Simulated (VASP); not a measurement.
# H4CO in VASP: further runs, part 2 of 2

VASP 6.6.1. The steps go on from the part before.

## Step 3: Single point, PBE+D3(BJ)

INCAR

```
PREC = Accurate
ENCUT = 520
EDIFF = 1E-6
ISMEAR = -1
SIGMA = 0.05
LREAL = Auto
LASPH = True
NELM = 120
ALGO = Normal
ISIF = 2
LWAVE = False
LCHARG = False
GGA = PE
IVDW = 12
NBANDS = 66
GGA_COMPAT = False
```

KPOINTS

```
regular mesh
0
Gamma
  1 1 1
```

POSCAR

```
H4CO
1.0
    7.3803230000      0.0000000000      0.0000000000
    0.0000000000      7.3803230000      0.0000000000
    0.0000000000      0.0000000000      7.3803230000
C O H
6 6 24
Direct
    1.0245622041      0.0278443098      0.7589776220
    0.8975081443      0.1957366907      0.2824944112
    0.6108133750      0.7107548003      0.8483775033
    0.5718177917      0.5832807047      0.2928598111
    0.4581913285      0.2377267228      0.8143817012
    0.0819747320      0.5603819779      0.5161427217
    0.9139166402      0.1796127351      0.7950194050
    0.9797945158      0.0220315561      0.2323882031
    0.4659145677      0.7740311637      0.7341006620
    0.4375689248      0.4608199397      0.2131207537
    0.5318601909      0.1079492049      0.9495383874
    0.1373110635      0.4097246150      0.6160028497
    1.1268341508      0.0467730206      0.6437252137
    0.8123357203      0.1386524682      0.8663035480
    1.1217395228     -0.0010975129      0.8677804481
    0.9511236839     -0.0985864711      0.7283963046
    0.9444708585      0.2918300459      0.1872004789
    1.0366212969     -0.0234136094      0.3387250124
    0.7466204392      0.1833524088      0.2677254098
    0.9426958685      0.2365614621      0.4229354190
    0.5378761878      0.6210568291      0.9399859600
    0.5042055747      0.8618050999      0.6348096147
    0.7165811036      0.6488062921      0.7696953101
    0.6768944936      0.8224301294      0.9268022551
    0.4904392396      0.6953083219      0.3417194613
    0.5018750534      0.3675719884      0.1484216883
    0.6601472591      0.5323073258      0.4086271021
    0.6639275815      0.6399855399      0.2017526875
    0.3291590355      0.2912203165      0.8574421472
    0.4586249138     -0.0002574413      0.9670308468
    0.5662082811      0.3432776587      0.8002630779
    0.4298863342      0.1713475142      0.6821381666
    0.1242899532      0.5369819180      0.3776799471
    0.0410144651      0.3489955656      0.6841570484
   -0.0716635302      0.5634170754      0.4907237800
    0.1292626353      0.6937501245      0.5707202788
```

Potentials or basis: VASP PAW PBE potentials, release 64 (C, O, H).

Launch:

```
$ cat potpaw_PBE.64/C/POTCAR potpaw_PBE.64/O/POTCAR potpaw_PBE.64/H/POTCAR > POTCAR
$ mpirun -np 1 vasp_gam > vasp.out
```

OUTCAR:

```text
PREC = Accurate
   ENCUT = 520
   EDIFF = 1E-6
   ISMEAR = -1
   LREAL = Auto
   LASPH = True
   NELM = 120
   ISIF = 2
   GGA = PE
   IVDW = 12
 IVDW          = 12

 ion  position               nearest neighbor table
   1  0.025  0.028  0.759-  15 1.10  16 1.10  13 1.15   7 1.41
   2  0.898  0.196  0.282-  17 1.06  19 1.12  20 1.13   8 1.47
   3  0.611  0.711  0.848-  23 1.07  21 1.09  24 1.12   9 1.44
[... 335 lines left out ...]
  -------------------------------------------------------------------------------------
  Total      -3.67891    -0.58189     0.10636    -2.18339    -0.87998    -3.45847
  in kB     -14.66235    -2.31913     0.42390    -8.70195    -3.50718   -13.78377
  external pressure =       -5.52 kB  Pullay stress =        0.00 kB

 VOLUME and BASIS-vectors are now :
 -----------------------------------------------------------------------------
  energy-cutoff  :      520.00
  volume of cell :      402.00
      direct lattice vectors                 reciprocal lattice vectors
     7.380323000  0.000000000  0.000000000     0.135495425  0.000000000  0.000000000
     0.000000000  7.380323000  0.000000000     0.000000000  0.135495425  0.000000000
     0.000000000  0.000000000  7.380323000     0.000000000  0.000000000  0.135495425

 POSITION                                       TOTAL-FORCE (eV/Angst)
 -----------------------------------------------------------------------------------
      0.18128      0.20550      5.60150         1.894402     -0.945479     -0.772181
      6.62390      1.44460      2.08490        -0.322138     -1.369127      1.124124
      4.50800      5.24560      6.26130        -0.468199      1.282325      0.018465
      4.22020      4.30480      2.16140        -1.162841     -0.998309      1.581914
      3.38160      1.75450      6.01040         0.739208     -1.105773      0.135528
      0.60500      4.13580      3.80930        -1.920466      0.271448     -0.667572
[... 28 lines left out ...]
      6.85142      4.15820      3.62170         0.919411      0.218218      0.785008
      0.95400      5.12010      4.21210        -0.091990     -0.609752     -0.135455
 -----------------------------------------------------------------------------------
    total drift:                                0.022181     -0.008869      0.002751

  FREE ENERGIE OF THE ION-ELECTRON SYSTEM (eV)
  ---------------------------------------------------
  free  energy   TOTEN  =      -182.2554686503 eV

  energy  without entropy=     -182.2554686502  energy(sigma->0) =     -182.25546865
```

stdout:

```text
POSCAR found type information on POSCAR C O H
 POSCAR found :  3 types and      36 ions
 scaLAPACK will be used
 LDA part: xc-table for (Slater+PW92), standard interpolation
 POSCAR, INCAR and KPOINTS ok, starting setup
 FFT: planning ... GRIDC
 FFT: planning ... GRID_SOFT
 FFT: planning ... GRID
 WAVECAR not read
 entering main loop
```

Wall time 39 s (1 thread of AMD EPYC 7R43 (Zen 3), shared host); peak memory 0.33 GiB.

What came out:

```
Free energy                : -182.2555 eV
Pressure                   : -0.6 GPa
Largest force              : 2.254 eV/Å
Band gap on the k mesh     : 4.42 eV
Dispersion energy per atom : -0.034 eV
```

Forces on the atoms (eV/Å):
```
C    1.894 -0.945 -0.772
C   -0.322 -1.369  1.124
C   -0.468  1.282  0.018
C   -1.163 -0.998  1.582
C    0.739 -1.106  0.136
C   -1.920  0.271 -0.668
O    0.480  0.124 -0.595
O   -0.714  0.759 -0.623
O   -0.001  1.292 -1.321
O    0.903  0.896  0.736
O    0.500  1.199 -0.322
O    0.594 -0.433  0.530
H   -1.351  0.487  0.475
H   -0.686 -0.099  0.434
H   -0.326 -0.065  0.566
H   -0.201  0.200  0.068
H    0.447  1.094 -0.846
H    0.446 -0.456  0.791
H    0.603  0.081  0.352
H   -0.542 -0.234 -0.938
H    0.316 -0.365  0.137
H   -0.014 -1.238  1.550
H    0.515 -0.763 -0.325
H   -0.339 -0.325 -0.153
H   -0.183  0.306  0.413
H    0.247 -0.649 -0.271
H   -1.022 -0.256 -0.623
H    1.214  0.544 -1.721
H   -0.297  0.505  0.375
H   -0.369  0.176 -0.496
H   -0.743 -0.498 -0.014
H    0.406  0.134  0.226
H    0.811  0.390 -0.555
H   -0.282  0.449  0.082
H    0.919  0.218  0.785
H   -0.092 -0.610 -0.135
```

Levels at points of the mesh, in eV from the valence-band top:
| k point | band 40 | band 41 | band 42 | band 43 | band 44 | band 45 |
| --- | --- | --- | --- | --- | --- | --- |
| (0.00, 0.00, 0.00) | -0.40 | -0.29 | 0.00 | 4.42 | 5.61 | 6.04 |

Caveat: the k points lie up to 0.85 Å⁻¹ apart; the atoms stand as in a frame of molecular dynamics.

## Step 4: Single point, PBE+D3(BJ)

INCAR

```
PREC     = Accurate       # precision mode
ENCUT    = 520            # plane-wave cutoff, eV
EDIFF    = 1E-6           # SCF threshold, eV
ISMEAR   = -1             # smearing method
SIGMA    = 0.05           # smearing width, eV
LREAL    = Auto         
LASPH    = True           # aspherical terms in the spheres
NELM     = 120            # most SCF steps
ALGO     = Normal         # electronic algorithm
ISIF     = 2              # what is computed and relaxed
LWAVE    = False          # write WAVECAR
LCHARG   = False          # write CHGCAR
GGA      = PE             # functional
IVDW     = 12             # dispersion correction
NBANDS   = 66             # bands
GGA_COMPAT= False
```

KPOINTS is that of step 3.

POSCAR

```
H4CO
1.0
    7.3803230000      0.0000000000      0.0000000000
    0.0000000000      7.3803230000      0.0000000000
    0.0000000000      0.0000000000      7.3803230000
C O H
6 6 24
Direct
    1.0080046632      0.0273700758      0.8097884063
    0.8915598951      0.1773635111      0.2776436749
    0.5590812218      0.6795502040      0.8628890633
    0.5889715125      0.5756929609      0.3378578417
    0.4452786145      0.2448266831      0.7990300696
    0.0436701754      0.5639726066      0.5161833703
    0.8935516779      0.1784881231      0.7883123814
    0.9867589806      0.0124249305      0.2256676300
    0.5206140707      0.8046666792      0.7150771043
    0.4784207954      0.4631098124      0.2183644266
    0.5701105494      0.1362271001      0.9113964253
    0.1149136698      0.4092368315      0.5972231839
    1.1126206807      0.0188067650      0.6914738013
    0.7784076659      0.1423921419      0.8411826962
    1.0851286590      0.0324105056      0.9395659241
    0.9273442368     -0.1011608842      0.8073088400
    0.9236316622      0.2859088959      0.1873224248
    1.1163332553      0.0432365901      0.2314397351
    0.7461055566      0.1519039207      0.2681860943
    0.9331163419      0.2131072041      0.4199003214
    0.4248052558      0.6812438968      0.9282656057
    0.6164770837      0.7806297909      0.6234144495
    0.5877927023      0.5483770832      0.8076069299
    0.6604995472      0.7368647687      0.9604457691
    0.5040700793      0.6890755323      0.3797801262
    0.5274972383      0.3383862739      0.1968071045
    0.6309615446      0.5029454673      0.4692071065
    0.7108902957      0.6257991690      0.2737278572
    0.3205821751      0.1693421819      0.7690991302
    0.5488648668      0.0116526065      0.8666558361
    0.4208894380      0.3630599907      0.8898526528
    0.5050320968      0.2858004995      0.6693473985
    0.0905922410      0.5654766058      0.3785064692
    0.0251073022      0.3481283949      0.6784526910
   -0.1102797262      0.5634983726      0.5146929206
    0.0899960611      0.6810271041      0.5935648074
```

Launch:

```
$ cat potpaw_PBE.64/C/POTCAR potpaw_PBE.64/O/POTCAR potpaw_PBE.64/H/POTCAR > POTCAR
$ mpirun -np 1 vasp_gam > vasp.out
```

It took 48 s on 1 thread of AMD EPYC 7R43 (Zen 3), shared host; peak memory 0.34 GiB.

The run converged. Its results:

| Property | Result |
| --- | --- |
| Free energy | -182.5752 eV |
| Pressure | -0.5 GPa |
| Largest force | 2.200 eV/Å |
| Band gap on the k mesh | 4.13 eV |
| Dispersion energy per atom | -0.034 eV |

Forces in eV/Å, atoms in the order of the input:
```
C    1.641 -1.059 -1.012
C    0.638 -0.883  1.347
C   -1.248  1.632  0.539
C   -0.468 -1.695  0.781
C    0.130  0.314  1.198
C   -1.401  0.175  0.633
O    1.093  0.347 -0.509
O    0.060  0.421  0.168
O    1.386 -0.041 -0.789
O    0.454 -0.374  0.274
O   -0.755 -0.595 -0.556
O    0.050 -1.604  0.959
H   -1.307  0.095  1.179
H   -1.106  0.562  0.389
H   -0.292 -0.067 -0.504
H    0.371  0.335  0.044
H    0.265  0.835 -0.640
H   -0.497 -0.191  0.061
H   -0.117 -0.274  0.078
H   -0.474 -0.014 -0.762
H    0.408 -0.597  0.411
H   -0.699  0.539  0.537
H    0.457 -0.590  0.113
H   -0.152 -0.482 -0.533
H   -0.246  0.125 -0.162
H    0.008  1.296  0.408
H   -0.424  0.334 -1.174
H    0.466  0.132 -0.418
H    0.178  0.163  0.226
H    0.116 -0.002 -0.018
H   -0.370 -0.408 -0.844
H    0.252  0.045  0.000
H    0.249  0.398 -0.829
H    0.328  0.408 -0.401
H    0.999  0.079  0.009
H    0.008  0.641 -0.203
```

Stress tensor (GPa, compression positive):
```
-0.88 -0.01 -0.75
-0.01  0.38 -1.53
-0.75 -1.53 -0.91
```

Levels at points of the mesh, in eV from the valence-band top:
```tsv
k point	band 38	band 39	band 40	band 41	band 42	band 43	band 44	band 45	band 46	band 47
(0.00, 0.00, 0.00)	-1.07	-1.00	-0.92	-0.28	0.00	4.13	4.95	5.68	5.90	6.38
```

Caveat: the k points lie up to 0.85 Å⁻¹ apart; the atoms stand as in a frame of molecular dynamics.

## Step 5: The runs side by side

```tsv
cell	gap on the mesh (eV)	pressure (GPa)	largest force (eV/Å)
as given, atomic positions A	4.56	-0.6	2.71
as given, atomic positions B	4.42	-0.6	2.25
as given, atomic positions C	4.13	-0.5	2.20
```

Alike in all rows: task single point; level PBE+D3(BJ); potentials or basis VASP PAW PBE potentials, release 64 (C, O, H); no spin polarisation; k mesh 1 × 1 × 1; cutoff (eV) 520; smearing fermi-dirac 0.05 eV.

Caveats: all runs use coarse meshes; the atoms stand as in a frame of molecular dynamics (at least some runs).

Total energies depend on the potentials used, so only differences within one code and one set of settings carry meaning.
